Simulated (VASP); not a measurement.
# TaCo3 (Pm-3m) in VASP: a series of runs

The runs below take TaCo3 through single point, relaxation of cell and atoms, with LDA.

Program: VASP 6.6.1. These are calculated values, not measurements. Logs are shortened: lines on timing, memory, paths and dates and some standing lists are left out, and cuts for length are marked.

## Step 1: The cell of the first run

The structure is cubic, space group Pm-3m (No. 221). The conventional cell has a = 3.556 Å, b = 3.556 Å, c = 3.556 Å, α = 90.00°, β = 90.00°, γ = 90.00°. Within 3.3 Å of Ta (site symmetry m-3m) lie 12 Co at 2.51 Å. Within 3.3 Å of Co (site symmetry 4/mmm) lie 4 Ta at 2.51 Å and 8 Co at 2.51 Å.

## Step 2: Single point, LDA, collinear spin, ferromagnetic start

INCAR reads:

```
PREC = Accurate
ENCUT = 520
EDIFF = 1E-6
ISMEAR = 0
SIGMA = 0.05
LREAL = F
LASPH = T
NELM = 150
ALGO = Normal
ISIF = 2
LWAVE = F
LCHARG = T
ISPIN = 2
MAGMOM = 0 2.5 2.5 2.5
LORBIT = 11
LMAXMIX = 4
LELF = T
LVHAR = T
NBANDS = 31
```

KPOINTS reads:

```
regular mesh
0
Gamma
  6 6 6
```

POSCAR reads:

```
TaCo3
1.0
    3.5560845279      0.0000000000      0.0000000000
    0.0000000000      3.5560845279      0.0000000000
    0.0000000000      0.0000000000      3.5560845279
Ta Co
1 3
Direct
    0.0000000000      0.0000000000      0.0000000000
    0.0000000000      0.5000000000      0.5000000000
    0.5000000000      0.0000000000      0.5000000000
    0.5000000000      0.5000000000      0.0000000000
```

Potentials or basis: VASP PAW LDA potentials, release 64 (Ta_pv, Co).

On the command line:

```
cat potpaw_LDA.64/Ta_pv/POTCAR potpaw_LDA.64/Co/POTCAR > POTCAR
mpirun -np 1 vasp_std > vasp.out
```

OUTCAR:

```text
PREC = Accurate
   ENCUT = 520
   EDIFF = 1E-6
   ISMEAR = 0
   LREAL = F
   LASPH = T
   NELM = 150
   ISIF = 2
   ISPIN = 2
   LORBIT = 11

 ion  position               nearest neighbor table
   1  0.000  0.000  0.000-   2 2.51   3 2.51   4 2.51   2 2.51   3 2.51   2 2.51   4 2.51   2 2.51
                             3 2.51   4 2.51   3 2.51   4 2.51
   2  0.000  0.500  0.500-   1 2.51   3 2.51   4 2.51   1 2.51   4 2.51   1 2.51   3 2.51   1 2.51
                             3 2.51   4 2.51   4 2.51   3 2.51
   3  0.500  0.000  0.500-   1 2.51   2 2.51   4 2.51   1 2.51   4 2.51   2 2.51   4 2.51   4 2.51
                             1 2.51   2 2.51   1 2.51   2 2.51
   4  0.500  0.500  0.000-   1 2.51   2 2.51   3 2.51   2 2.51   3 2.51   1 2.51   3 2.51   3 2.51
                             1 2.51   2 2.51   2 2.51   1 2.51

  LATTYP: Found a simple cubic cell.
 ALAT       =     3.5560845279

  Lattice vectors:

 A1 = (   3.5560845279,   0.0000000000,   0.0000000000)
 A2 = (   0.0000000000,   3.5560845279,   0.0000000000)
 A3 = (   0.0000000000,   0.0000000000,   3.5560845279)

Analysis of symmetry for initial positions (statically):
=====================================================================
 Subroutine PRICEL returns:
 Original cell was already a primitive cell.

 Routine SETGRP: Setting up the symmetry group for a
 simple cubic supercell.

 Subroutine GETGRP returns: Found 48 space group operations
 (whereof 48 operations were pure point group operations)
 out of a pool of 48 trial point group operations.

The static configuration has the point symmetry O_h .

Analysis of symmetry for dynamics (positions and initial velocities):
=====================================================================
 Subroutine PRICEL returns:
 Original cell was already a primitive cell.

 Routine SETGRP: Setting up the symmetry group for a
 simple cubic supercell.

 Subroutine GETGRP returns: Found 48 space group operations
 (whereof 48 operations were pure point group operations)
 out of a pool of 48 trial point group operations.

The dynamic configuration has the point symmetry O_h .

Analysis of structural, dynamic, and magnetic symmetry:
=====================================================================
 Subroutine PRICEL returns:
 Original cell was already a primitive cell.

 Routine SETGRP: Setting up the symmetry group for a
 simple cubic supercell.

 Subroutine GETGRP returns: Found 48 space group operations
 (whereof 48 operations were pure point group operations)
 out of a pool of 48 trial point group operations.

The overall configuration has the point symmetry O_h .

 Subroutine INISYM returns: Found 48 space group operations
 (whereof 48 operations are pure point group operations),
 and found     1 'primitive' translations

----------------------------------------------------------------------------------------

                                     Primitive cell

  volume of cell :      44.9693

  direct lattice vectors                    reciprocal lattice vectors
     3.556084528  0.000000000  0.000000000     0.281208164  0.000000000  0.000000000
     0.000000000  3.556084528  0.000000000     0.000000000  0.281208164  0.000000000
     0.000000000  0.000000000  3.556084528     0.000000000  0.000000000  0.281208164

  length of vectors
     3.556084528  3.556084528  3.556084528     0.281208164  0.281208164  0.281208164

  position of ions in fractional coordinates (direct lattice)
     0.000000000  0.000000000  0.000000000
     0.000000000  0.500000000  0.500000000
     0.500000000  0.000000000  0.500000000
     0.500000000  0.500000000  0.000000000

  ion indices of the primitive-cell ions
   primitive index   ion index
                 1           1
                 2           2
                 3           3
                 4           4

----------------------------------------------------------------------------------------

 KPOINTS: regular mesh

Automatic generation of k-mesh.
 Grid dimensions read from file:
 generate k-points for:    6    6    6

 Generating k-lattice:

  Cartesian coordinates                     Fractional coordinates (reciprocal lattice)
     0.046868027  0.000000000  0.000000000     0.166666667  0.000000000  0.000000000
     0.000000000  0.046868027  0.000000000     0.000000000  0.166666667  0.000000000
     0.000000000  0.000000000  0.046868027     0.000000000  0.000000000  0.166666667

  Length of vectors
     0.046868027  0.046868027  0.046868027

  Shift w.r.t. Gamma in fractional coordinates (k-lattice)
     0.000000000  0.000000000  0.000000000

 Subroutine IBZKPT returns following result:
 ===========================================

 Found     20 irreducible k-points:

 Following reciprocal coordinates:
            Coordinates               Weight
  0.000000  0.000000  0.000000      1.000000
  0.166667  0.000000  0.000000      6.000000
  0.333333  0.000000  0.000000      6.000000
  0.500000  0.000000  0.000000      3.000000
  0.166667  0.166667  0.000000     12.000000
  0.333333  0.166667  0.000000     24.000000
[... 12 lines left out ...]
  0.500000  0.500000  0.333333      6.000000
  0.500000  0.500000  0.500000      1.000000
   k-points           NKPTS =     20   k-points in BZ     NKDIM =     20   number of bands    NBANDS=     31
   number of dos      NEDOS =    301   number of ions     NIONS =      4
   total plane-waves  NPLWV =  21952
   dimension x,y,z NGX =    28 NGY =   28 NGZ =   28
   dimension x,y,z NGXF=    56 NGYF=   56 NGZF=   56
   ions per type =               1   3
   NGX,Y,Z   is equivalent  to a cutoff of  13.09, 13.09, 13.09 a.u.
   NGXF,Y,Z  is equivalent  to a cutoff of  26.18, 26.18, 26.18 a.u.
 SYSTEM =  unknown system
   PREC   = accura    normal or accurate (medium, high low for compatibility)
   ISTART =      0    job   : 0-new  1-cont  2-samecut
   ICHARG =      2    charge: 1-file 2-atom 10-const
   ISPIN  =      2    spin polarized calculation?
   LNONCOLLINEAR =      F non collinear calculations
   LSORBIT =      F    spin-orbit coupling
   LASPH  =      T    aspherical Exc in radial PAW
   ENCUT  =  520.0 eV  38.22 Ry    6.18 a.u.   6.61  6.61  6.61*2*pi/ulx,y,z
   NELM   =    150;   NELMIN=  2; NELMDL= -5     # of ELM steps
   EDIFF  = 0.1E-05   stopping-criterion for ELM
   LREAL  =      F    real-space projection
   EDIFFG = 0.1E-04   stopping-criterion for IOM
   NSW    =      0    number of steps for IOM
   IBRION =     -1    ionic relax: 0-MD 1-quasi-New 2-CG
   NFREE  =      0    steps in history (QN), initial steepest desc. (CG)
   ISIF   =      2    stress and relaxation
   ISYM   =      2    0-nonsym 1-usesym 2-fastsym
   POTIM  = 0.5000    time-step for ionic-motion
   TEBEG  =    0.0;   TEEND  =   0.0 temperature during run
   PSTRESS=    0.0 pullay stress
   NELECT =      38.0000    total number of electrons
   NUPDOWN=      -1.0000    fix difference up-down
   EMIN   =  10.00;   EMAX   =-10.00  energy-range for DOS
   EFERMI =   0.00;   METHOD = LEGACY
   ISMEAR =     0;   SIGMA  =   0.05  broadening in eV -4-tet -1-fermi 0-gaus
   EFERMI_NEDOS =   21; number of points for ismear=-14 and -15
   IALGO  =     38    algorithm
   IMIX   =      4    mixing-type and parameters
     AMIX     =   0.40;   BMIX     =  1.00
     AMIX_MAG =   1.60;   BMIX_MAG =  1.00
  volume/ion in A,a.u.               =      11.24        75.87
  Fermi-wavevector in a.u.,A,eV,Ry     =   1.547737  2.924800 32.592636  2.395491
  Thomas-Fermi vector in A             =   2.652788
   LORBIT       =     11    0 simple, 1 ext, 2 COOP (PROOUT), +10 PAW based schemes
   GGA     = CA    functional components
   LHFCALC =     F    Hartree Fock is set to
   AEXX    =    0.0000 exact exchange contribution
   IVDW    =     0    specifies the selected vdW correction
   LEPSILON=     F    determine dielectric tensor
   LRPA    =     F    only Hartree local field effects (RPA)
 spin polarized calculation
 Gauss-broadening in eV      SIGMA  =   0.05
  energy-cutoff  :      520.00
  volume of cell :       44.97
 maximum number of plane-waves:      1233
 NGX is ok and might be reduce to    28
   NGX = 13   NGY = 13   NGZ = 13

 number of electron      38.0000019 magnetization       0.0550654

 Free energy of the ion-electron system (eV)
  ---------------------------------------------------
  ext. energy  EPLUGINS =         0.00000000
  ---------------------------------------------------
  free energy    TOTEN  =       -38.58022281 eV

  energy without entropy =      -38.57446248  energy(sigma->0) =      -38.57734265

 E-fermi :   9.7613     XC(G=0): -14.0751

 val. band max:        9.7519949206   @ k =   0.5000   0.3333   0.1667
 cond. band min:       9.7747262254   @ k =   0.5000   0.3333   0.1667
 fundamental gap:      0.0227313048
 Fermi energy:         9.7613111593

 spin component 1

 k-point     1 :       0.0000    0.0000    0.0000
  band No.  band energies     occupation
      1     -24.1940      1.00000
      2     -24.1940      1.00000
      3     -24.1940      1.00000
      4       0.7424      1.00000
      5       4.2135      1.00000
      6       4.2135      1.00000
[... 669 lines left out ...]
     30      21.1926      0.00000
     31      21.1926      0.00000
 Fermi energy:         9.7613111593

 spin component 2

 k-point     1 :       0.0000    0.0000    0.0000
  band No.  band energies     occupation
      1     -24.1969      1.00000
      2     -24.1969      1.00000
      3     -24.1969      1.00000
      4       0.7429      1.00000
      5       4.2207      1.00000
      6       4.2207      1.00000
[... 669 lines left out ...]
     30      21.1959      0.00000
     31      21.1959      0.00000

------------------------ aborting loop because EDIFF is reached ----------------------------------------

  FORCE on cell =-STRESS in cart. coord.  units (eV):
  Direction    XX          YY          ZZ          XY          YZ          ZX
  --------------------------------------------------------------------------------------
  -------------------------------------------------------------------------------------
  Total        0.0770297      0.0770297      0.0770297      0.0000000      0.0000000     -0.0000000
  in kB        2.7444339      2.7444339      2.7444339      0.0000000      0.0000000     -0.0000000
  external PRESSURE =       2.7444339 kB  Pullay stress =       0.0000000 kB

 VOLUME and BASIS-vectors are now :
 -----------------------------------------------------------------------------
  energy-cutoff  :      520.00
  volume of cell :       44.97
      direct lattice vectors                 reciprocal lattice vectors
     3.556084528  0.000000000  0.000000000     0.281208164  0.000000000  0.000000000
     0.000000000  3.556084528  0.000000000     0.000000000  0.281208164  0.000000000
     0.000000000  0.000000000  3.556084528     0.000000000  0.000000000  0.281208164

 POSITION                                       TOTAL-FORCE (eV/Angst)
 -----------------------------------------------------------------------------------
      0.00000      0.00000      0.00000         0.000000      0.000000      0.000000
      0.00000      1.77804      1.77804         0.000000      0.000000      0.000000
      1.77804      0.00000      1.77804         0.000000      0.000000      0.000000
      1.77804      1.77804      0.00000         0.000000      0.000000      0.000000
 -----------------------------------------------------------------------------------
    total drift:                                0.000000      0.000000      0.000000

  FREE ENERGIE OF THE ION-ELECTRON SYSTEM (eV)
  ---------------------------------------------------
  free  energy   TOTEN  =       -38.5802228105 eV

  energy  without entropy=      -38.5744624807  energy(sigma->0) =      -38.57734265

 total charge

# of ion       s       p       d       tot
------------------------------------------
    1        0.429   6.239   2.439   9.107
    2        0.534   0.590   7.430   8.554
    3        0.534   0.590   7.430   8.554
    4        0.534   0.590   7.430   8.554
--------------------------------------------------
tot          2.030   8.010  24.728  34.768

 magnetization (x)

# of ion       s       p       d       tot
------------------------------------------
    1       -0.000  -0.000  -0.005  -0.006
    2       -0.000  -0.000   0.020   0.020
    3       -0.000  -0.000   0.020   0.020
    4       -0.000  -0.000   0.020   0.020
--------------------------------------------------
tot         -0.001  -0.002   0.055   0.053
```

It took 31 s on 1 thread of Intel Xeon 6975P-C (Granite Rapids), shared host; peak memory 0.18 GiB.

What came out:

```yaml
Free_energy: -38.5802 eV
Pressure: 0.3 GPa
Net_moment: 0.06 μB per cell
Valence_electrons_inside_the_program's_atomic_spheres: Ta 9.11; Co 8.55
```

Caveat: the starting moments collapsed, and a magnetic state may lie lower; spin-orbit coupling is left out, which moves the levels of the heavy elements.

## Step 3: Relaxation of cell and atoms, LDA, collinear spin, ferromagnetic start

This run uses another cell than the first one, of 12.36 Å³/atom, 1.099 times its volume.

INCAR reads:

```
SYSTEM = TaCo3
PREC = Accurate
ENCUT = 600
EDIFF = 1E-7
ISMEAR = 0
SIGMA = 0.05
LREAL = .False.
LASPH = .True.
NELM = 150
ALGO = Normal
ISIF = 3
LWAVE = .False.
LCHARG = .False.
ISPIN = 2
MAGMOM = 0 2.5 2.5 2.5
LORBIT = 11
LMAXMIX = 4
IBRION = 2
NSW = 80
EDIFFG = -0.03
```

KPOINTS reads:

```
Automatic mesh
0
Gamma
  6 6 6
  0 0 0
```

POSCAR reads:

```
TaCo3
1.0
    3.6700000000      0.0000000000      0.0000000000
    0.0000000000      3.6700000000      0.0000000000
    0.0000000000      0.0000000000      3.6700000000
Ta Co
1 3
Direct
    0.0000000000      0.0000000000      0.0000000000
    0.0000000000      0.5000000000      0.5000000000
    0.5000000000      0.0000000000      0.5000000000
    0.5000000000      0.5000000000      0.0000000000
```

Potentials or basis: VASP PAW LDA potentials, release 64 (Ta_pv, Co).

On the command line:

```
cat potpaw_LDA.64/Ta_pv/POTCAR potpaw_LDA.64/Co/POTCAR > POTCAR
mpirun -np 1 vasp_std > vasp.out
```

Run time: 2.3 min. Hardware: 1 thread of Intel Xeon 6975P-C (Granite Rapids), shared host; peak memory 0.2 GiB.

The run converged. Its results:

```yaml
Free_energy: -38.5821 eV
Relaxed_volume: 11.26 Å³/atom
Relaxed_cell: a = 3.558 Å, b = 3.558 Å, c = 3.558 Å, α = 90.00°, β = 90.00°, γ = 90.00°
Space_group_after_relaxing_to_0.05_Å: Pm-3m (No. 221)
Energy_gained_by_relaxing: 84.3 meV/atom
Ionic_steps: 4
Pressure_after_relaxing: -0.3 GPa
Band_gap_on_the_k_mesh: zero (filled and empty bands overlap)
Net_moment: 0.00 μB per cell
Valence_electrons_inside_the_program's_atomic_spheres: Ta 9.10; Co 8.55
```

Step by step:
```csv
step,energy change (eV),largest force (eV/Å),pressure (GPa),volume (Å³)
1,0.0000,0.0000,-22.37,49.43
2,0.9830,0.0000,71.30,38.09
3,-0.3364,0.0000,-1.41,45.21
4,-0.3373,0.0000,-0.29,45.04
```

Final structure:
```
CELL_PARAMETERS angstrom
3.55800 0.00000 0.00000
0.00000 3.55800 0.00000
0.00000 0.00000 3.55800
ATOMIC_POSITIONS crystal
Ta 0.00000 0.00000 0.00000
Co 0.00000 0.50000 0.50000
Co 0.50000 0.00000 0.50000
Co 0.50000 0.50000 0.00000
```

Levels at points of the mesh, in eV from the Fermi level:
Spin up:
```csv
k point,band 17,band 18,band 19,band 20,band 21,band 22
"(0.00, 0.00, 0.00)",0.56,0.56,0.56,2.82,2.82,3.34
"(0.50, 0.00, 0.00)",-0.82,-0.79,-0.03,0.57,0.90,0.90
"(0.50, 0.50, 0.00)",-0.93,-0.93,-0.72,-0.52,1.69,1.69
"(0.50, 0.50, 0.50)",0.31,0.31,0.31,0.98,0.98,0.98
```
Spin down:
| k point | band 15 | band 16 | band 17 | band 18 | band 19 | band 20 | band 21 | band 22 | band 23 | band 24 |
| --- | --- | --- | --- | --- | --- | --- | --- | --- | --- | --- |
| (0.00, 0.00, 0.00) | -0.21 | 0.24 | 0.56 | 0.56 | 0.56 | 2.82 | 2.82 | 3.34 | 3.34 | 3.34 |
| (0.50, 0.00, 0.00) | -0.85 | -0.82 | -0.82 | -0.79 | -0.03 | 0.57 | 0.90 | 0.90 | 1.90 | 2.84 |
| (0.50, 0.50, 0.00) | -2.02 | -1.18 | -0.93 | -0.93 | -0.72 | -0.52 | 1.69 | 1.69 | 2.14 | 2.14 |
| (0.50, 0.50, 0.50) | -1.52 | -0.23 | 0.31 | 0.31 | 0.31 | 0.98 | 0.98 | 0.98 | 2.28 | 2.28 |

Caveat: the starting moments collapsed, and a magnetic state may lie lower; spin-orbit coupling is left out, which moves the levels of the heavy elements. Zero-point motion and thermal expansion aren't in these numbers.
